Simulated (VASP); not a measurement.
# ZnO (P6_3mc) in VASP: notebook

ZnO is run at these levels: r2SCAN; tasks: single point.

Program: VASP 6.6.1. These are calculated values, not measurements. Logs are shortened: lines on timing, memory, paths and dates and some standing lists are left out, and cuts for length are marked.

## 1. The cell of the first run

The structure is hexagonal, space group P6_3mc (No. 186). The conventional cell has a = 3.412 Å, b = 3.412 Å, c = 4.944 Å, α = 90.00°, β = 90.00°, γ = 120.00°. Within 2.5 Å of Zn (site symmetry 3m) lie 4 O at 1.89 to 2.05 Å. Within 2.5 Å of O (site symmetry 3m) lie 4 Zn at 1.89 to 2.05 Å.

## 2. Single point, r2SCAN (strain +0.050 along x and y, -0.050 along z)

POSCAR

```
ZnO
1.0
    3.4118686601      0.0000000000      0.0000000000
   -1.7059343300      2.9547649340      0.0000000000
    0.0000000000      0.0000000000      4.9436100000
Zn O
2 2
Direct
    0.3333333333      0.6666666667      0.0000000000
    0.6666666667      0.3333333333      0.5000000000
    0.3333333333      0.6666666667      0.3821000000
    0.6666666667      0.3333333333      0.8821000000
```

INCAR.step1

```
PREC = Accurate
ENCUT = 520
ISMEAR = 0
SIGMA = 0.05
LREAL = False
LASPH = True
NELM = 80
NBANDS = 26
GGA = PE
ALGO = Normal
EDIFF = 1E-4
LWAVE = True
LCHARG = False
```

INCAR.step2

```
PREC = Accurate
ENCUT = 520
EDIFF = 1E-7
ISMEAR = 0
SIGMA = 0.05
LREAL = False
LASPH = True
NELM = 80
ALGO = Normal
ISIF = 2
LWAVE = False
LCHARG = False
METAGGA = R2SCAN
LMIXTAU = True
NBANDS = 26
ISTART = 1
```

KPOINTS

```
regular mesh
0
Gamma
  12 12 6
```

Potentials or basis: VASP PAW PBE potentials, release 64 (Zn, O).

Launch:

```sh
$ cat potpaw_PBE.64/Zn/POTCAR potpaw_PBE.64/O/POTCAR > POTCAR
$ cp INCAR.step1 INCAR
$ mpirun -np 1 vasp_std > vasp.out
$ cp INCAR.step2 INCAR
$ mpirun -np 1 vasp_std > vasp.out
```

OUTCAR:

```text
PREC = Accurate
   ENCUT = 520
   EDIFF = 1E-7
   ISMEAR = 0
   LREAL = False
   LASPH = True
   NELM = 80
   ISIF = 2
   METAGGA = R2SCAN
   ISTART = 1

 ion  position               nearest neighbor table
   1  0.333  0.667  0.000-   3 1.89   4 2.05   4 2.05   4 2.05
   2  0.667  0.333  0.500-   4 1.89   3 2.05   3 2.05   3 2.05
   3  0.333  0.667  0.382-   1 1.89   2 2.05   2 2.05   2 2.05
   4  0.667  0.333  0.882-   2 1.89   1 2.05   1 2.05   1 2.05

  LATTYP: Found a hexagonal cell.
 ALAT       =     3.4118686601
 C/A-ratio  =     1.4489449895

  Lattice vectors:

 A1 = (   3.4118686601,   0.0000000000,   0.0000000000)
 A2 = (  -1.7059343300,   2.9547649340,   0.0000000000)
 A3 = (   0.0000000000,   0.0000000000,   4.9436100000)

Analysis of symmetry for initial positions (statically):
=====================================================================
 Subroutine PRICEL returns:
 Original cell was already a primitive cell.

 Routine SETGRP: Setting up the symmetry group for a
 hexagonal supercell.

 Subroutine GETGRP returns: Found 12 space group operations
 (whereof  6 operations were pure point group operations)
 out of a pool of 24 trial point group operations.

The static configuration has the point symmetry C_3v.
 The point group associated with its full space group is C_6v.

Analysis of symmetry for dynamics (positions and initial velocities):
=====================================================================
 Subroutine PRICEL returns:
 Original cell was already a primitive cell.

 Routine SETGRP: Setting up the symmetry group for a
 hexagonal supercell.

 Subroutine GETGRP returns: Found 12 space group operations
 (whereof  6 operations were pure point group operations)
 out of a pool of 24 trial point group operations.

The dynamic configuration has the point symmetry C_3v.
 The point group associated with its full space group is C_6v.

 Subroutine INISYM returns: Found 12 space group operations
 (whereof  6 operations are pure point group operations),
 and found     1 'primitive' translations

----------------------------------------------------------------------------------------

                                     Primitive cell

  volume of cell :      49.8379

  direct lattice vectors                    reciprocal lattice vectors
     3.411868660  0.000000000  0.000000000     0.293094518  0.169218199  0.000000000
    -1.705934330  2.954764934  0.000000000     0.000000000  0.338436398  0.000000000
     0.000000000  0.000000000  4.943610000     0.000000000  0.000000000  0.202281329

  length of vectors
     3.411868660  3.411868660  4.943610000     0.338436398  0.338436398  0.202281329

  position of ions in fractional coordinates (direct lattice)
     0.333333333  0.666666667  0.000000000
     0.666666667  0.333333333  0.500000000
     0.333333333  0.666666667  0.382100000
     0.666666667  0.333333333  0.882100000

  ion indices of the primitive-cell ions
   primitive index   ion index
                 1           1
                 2           2
                 3           3
                 4           4

----------------------------------------------------------------------------------------

 KPOINTS: regular mesh

Automatic generation of k-mesh.
 Grid dimensions read from file:
 generate k-points for:   12   12    6

 Generating k-lattice:

  Cartesian coordinates                     Fractional coordinates (reciprocal lattice)
     0.024424543  0.014101517  0.000000000     0.083333333  0.000000000  0.000000000
     0.000000000  0.028203033  0.000000000     0.000000000  0.083333333  0.000000000
     0.000000000  0.000000000  0.033713555     0.000000000  0.000000000  0.166666667

  Length of vectors
     0.028203033  0.028203033  0.033713555

  Shift w.r.t. Gamma in fractional coordinates (k-lattice)
     0.000000000  0.000000000  0.000000000

 Subroutine IBZKPT returns following result:
 ===========================================

 Found     76 irreducible k-points:

 Following reciprocal coordinates:
            Coordinates               Weight
  0.000000  0.000000  0.000000      1.000000
  0.083333  0.000000  0.000000      6.000000
  0.166667  0.000000  0.000000      6.000000
  0.250000  0.000000  0.000000      6.000000
  0.333333  0.000000  0.000000      6.000000
  0.416667  0.000000  0.000000      6.000000
[... 16 lines left out ...]
  0.250000  0.000000  0.166667     12.000000
  0.333333  0.000000  0.166667     12.000000
 [... further k-points ...]
   k-points           NKPTS =     76   k-points in BZ     NKDIM =     76   number of bands    NBANDS=     26
   number of dos      NEDOS =    301   number of ions     NIONS =      4
   total plane-waves  NPLWV =  31360
   dimension x,y,z NGX =    28 NGY =   28 NGZ =   40
   dimension x,y,z NGXF=    56 NGYF=   56 NGZF=   80
   ions per type =               2   2
   NGX,Y,Z   is equivalent  to a cutoff of  13.64, 13.64, 13.45 a.u.
   NGXF,Y,Z  is equivalent  to a cutoff of  27.29, 27.29, 26.90 a.u.
 SYSTEM =  unknown system
   PREC   = accura    normal or accurate (medium, high low for compatibility)
   ISTART =      1    job   : 0-new  1-cont  2-samecut
   ICHARG =      0    charge: 1-file 2-atom 10-const
   ISPIN  =      1    spin polarized calculation?
   LNONCOLLINEAR =      F non collinear calculations
   LSORBIT =      F    spin-orbit coupling
   LASPH  =      T    aspherical Exc in radial PAW
   ENCUT  =  520.0 eV  38.22 Ry    6.18 a.u.   6.34  6.34  9.19*2*pi/ulx,y,z
   NELM   =     80;   NELMIN=  2; NELMDL=  0     # of ELM steps
   EDIFF  = 0.1E-06   stopping-criterion for ELM
   LREAL  =      F    real-space projection
   EDIFFG = 0.1E-05   stopping-criterion for IOM
   NSW    =      0    number of steps for IOM
   IBRION =     -1    ionic relax: 0-MD 1-quasi-New 2-CG
   NFREE  =      0    steps in history (QN), initial steepest desc. (CG)
   ISIF   =      2    stress and relaxation
   ISYM   =      2    0-nonsym 1-usesym 2-fastsym
   POTIM  = 0.5000    time-step for ionic-motion
   TEBEG  =    0.0;   TEEND  =   0.0 temperature during run
   PSTRESS=    0.0 pullay stress
   NELECT =      36.0000    total number of electrons
   NUPDOWN=      -1.0000    fix difference up-down
   EMIN   =  10.00;   EMAX   =-10.00  energy-range for DOS
   EFERMI =   0.00;   METHOD = LEGACY
   ISMEAR =     0;   SIGMA  =   0.05  broadening in eV -4-tet -1-fermi 0-gaus
   EFERMI_NEDOS =   21; number of points for ismear=-14 and -15
   IALGO  =     38    algorithm
   IMIX   =      4    mixing-type and parameters
     AMIX     =   0.40;   BMIX     =  1.00
     AMIX_MAG =   1.60;   BMIX_MAG =  1.00
  volume/ion in A,a.u.               =      12.46        84.08
  Fermi-wavevector in a.u.,A,eV,Ry     =   1.468890  2.775799 29.356433  2.157637
  Thomas-Fermi vector in A             =   2.584333
   LORBIT       =      0    0 simple, 1 ext, 2 COOP (PROOUT), +10 PAW based schemes
   METAGGA = R2SCAN    functional components
   LHFCALC =     F    Hartree Fock is set to
   AEXX    =    0.0000 exact exchange contribution
   IVDW    =     0    specifies the selected vdW correction
   LEPSILON=     F    determine dielectric tensor
   LRPA    =     F    only Hartree local field effects (RPA)
 non-spin polarized calculation
 Gauss-broadening in eV      SIGMA  =   0.05
  energy-cutoff  :      520.00
  volume of cell :       49.84
 maximum number of plane-waves:      1360
 NGX is ok and might be reduce to    28
   NGX = 13   NGY = 13   NGZ = 19

 number of electron      36.0000017 magnetization

 Free energy of the ion-electron system (eV)
  ---------------------------------------------------
  ext. energy  EPLUGINS =         0.00000000
  ---------------------------------------------------
  free energy    TOTEN  =       -36.04400082 eV

  energy without entropy =      -36.04400082  energy(sigma->0) =      -36.04400082

 E-fermi :   0.7049     XC(G=0): -11.3860

 val. band max:        0.4393584896   @ k =   0.0000   0.0000   0.0000
 cond. band min:       1.5963160350   @ k =   0.0000   0.0000   0.0000
 fundamental gap:      1.1569575454
 Fermi energy:         0.7048734778

 k-point     1 :       0.0000    0.0000    0.0000
  band No.  band energies     occupation
      1     -18.2977      2.00000
      2     -17.5305      2.00000
      3      -5.1270      2.00000
      4      -5.1269      2.00000
      5      -5.1146      2.00000
      6      -4.8907      2.00000
[... 18 lines left out ...]
     25      14.5154      0.00000
     26      16.4070      0.00000

 k-point     2 :       0.0833    0.0000    0.0000
  band No.  band energies     occupation
      1     -18.2679      2.00000
      2     -17.5232      2.00000
      3      -5.1813      2.00000
      4      -5.1090      2.00000
      5      -5.0684      2.00000
      6      -4.9039      2.00000
[... 18 lines left out ...]
     25      14.6191      0.00000
     26      16.5899      0.00000

 k-point     3 :       0.1667    0.0000    0.0000
  band No.  band energies     occupation
      1     -18.1838      2.00000
      2     -17.5053      2.00000
      3      -5.2545      2.00000
      4      -5.0621      2.00000
      5      -5.0162      2.00000
      6      -4.9228      2.00000
[... 18 lines left out ...]
     25      14.8035      0.00000
     26      15.5115      0.00000

 k-point     4 :       0.2500    0.0000    0.0000
  band No.  band energies     occupation
      1     -18.0605      2.00000
      2     -17.4871      2.00000
      3      -5.3196      2.00000
      4      -5.0054      2.00000
      5      -4.9889      2.00000
      6      -4.8946      2.00000
[... 18 lines left out ...]
     25      14.3581      0.00000
     26      14.7825      0.00000

 k-point     5 :       0.3333    0.0000    0.0000
  band No.  band energies     occupation
      1     -17.9225      2.00000
      2     -17.4808      2.00000
      3      -5.3458      2.00000
      4      -4.9827      2.00000
      5      -4.9595      2.00000
      6      -4.8115      2.00000
[... 18 lines left out ...]
     25      13.9861      0.00000
     26      14.6018      0.00000

 k-point     6 :       0.4167    0.0000    0.0000
  band No.  band energies     occupation
      1     -17.8024      2.00000
      2     -17.4940      2.00000
      3      -5.3305      2.00000
      4      -4.9546      2.00000
      5      -4.9336      2.00000
      6      -4.7221      2.00000
[... 427 lines left out ...]
 k-point    21 :       0.0833    0.0000    0.1667
  band No.  band energies     occupation
      1     -18.2186      2.00000
      2     -17.5732      2.00000
      3      -5.2221      2.00000
      4      -5.1054      2.00000
      5      -5.0918      2.00000
      6      -5.0002      2.00000
[... 18 lines left out ...]
     25      14.3323      0.00000
     26      15.6201      0.00000

 k-point    22 :       0.1667    0.0000    0.1667
  band No.  band energies     occupation
      1     -18.1380      2.00000
      2     -17.5500      2.00000
      3      -5.2953      2.00000
      4      -5.0680      2.00000
      5      -5.0559      2.00000
      6      -5.0016      2.00000
[... 18 lines left out ...]
     25      14.4952      0.00000
     26      15.1337      0.00000

 k-point    23 :       0.2500    0.0000    0.1667
  band No.  band energies     occupation
      1     -18.0206      2.00000
      2     -17.5234      2.00000
      3      -5.3627      2.00000
      4      -5.0846      2.00000
      5      -4.9941      2.00000
      6      -4.9390      2.00000
[... 18 lines left out ...]
     25      14.3090      0.00000
     26      14.5479      0.00000

 k-point    24 :       0.3333    0.0000    0.1667
  band No.  band energies     occupation
      1     -17.8902      2.00000
      2     -17.5073      2.00000
      3      -5.3941      2.00000
      4      -5.0986      2.00000
      5      -4.9413      2.00000
      6      -4.8530      2.00000
[... 18 lines left out ...]
     25      13.9537      0.00000
     26      14.4827      0.00000

 [... further k-points ...]

------------------------ aborting loop because EDIFF is reached ----------------------------------------

  FORCE on cell =-STRESS in cart. coord.  units (eV):
  Direction    XX          YY          ZZ          XY          YZ          ZX
  --------------------------------------------------------------------------------------
  -------------------------------------------------------------------------------------
  Total       -3.7330622     -3.7330622      3.1704295     -0.0000000      0.0000000      0.0000000
  in kB     -120.0097029   -120.0097028    101.9223060     -0.0000000      0.0000000      0.0000000
  external PRESSURE =     -46.0323666 kB  Pullay stress =       0.0000000 kB

 VOLUME and BASIS-vectors are now :
 -----------------------------------------------------------------------------
  energy-cutoff  :      520.00
  volume of cell :       49.84
      direct lattice vectors                 reciprocal lattice vectors
     3.411868660  0.000000000  0.000000000     0.293094518  0.169218199  0.000000000
    -1.705934330  2.954764934  0.000000000     0.000000000  0.338436398  0.000000000
     0.000000000  0.000000000  4.943610000     0.000000000  0.000000000  0.202281329

 POSITION                                       TOTAL-FORCE (eV/Angst)
 -----------------------------------------------------------------------------------
     -0.00000      1.96984      0.00000         0.000000      0.000000     -1.007176
      1.70593      0.98492      2.47180        -0.000000     -0.000000     -1.007176
     -0.00000      1.96984      1.88895         0.000000      0.000000      1.007176
      1.70593      0.98492      4.36076         0.000000     -0.000000      1.007176
 -----------------------------------------------------------------------------------
    total drift:                               -0.000000      0.000000     -0.009202

  FREE ENERGIE OF THE ION-ELECTRON SYSTEM (eV)
  ---------------------------------------------------
  free  energy   TOTEN  =       -36.0440008228 eV

  energy  without entropy=      -36.0440008228  energy(sigma->0) =      -36.04400082
```

It took 3.2 min on 1 thread of Intel Xeon 6975P-C (Granite Rapids), shared host; peak memory 0.22 GiB.

Results:

| Item | Value |
| --- | --- |
| Free energy | -36.0440 eV |
| Pressure | -4.6 GPa |
| Largest force | 1.007 eV/Å |
| Band gap on the k mesh | 1.16 eV |

Forces in eV/Å, atoms in the order of the input:
```
Zn   0.000  0.000 -1.007
Zn   0.000  0.000 -1.007
O    0.000  0.000  1.007
O    0.000  0.000  1.007
```

Caveat: the cell differs from its parent crystal (strain +0.050 along x and y, -0.050 along z); the stress differs along the axes, from -12 to 10 GPa; the PAW data sets were made with another functional, which shifts forces and pressure a little.

(Part 1 of 2 ends here.)
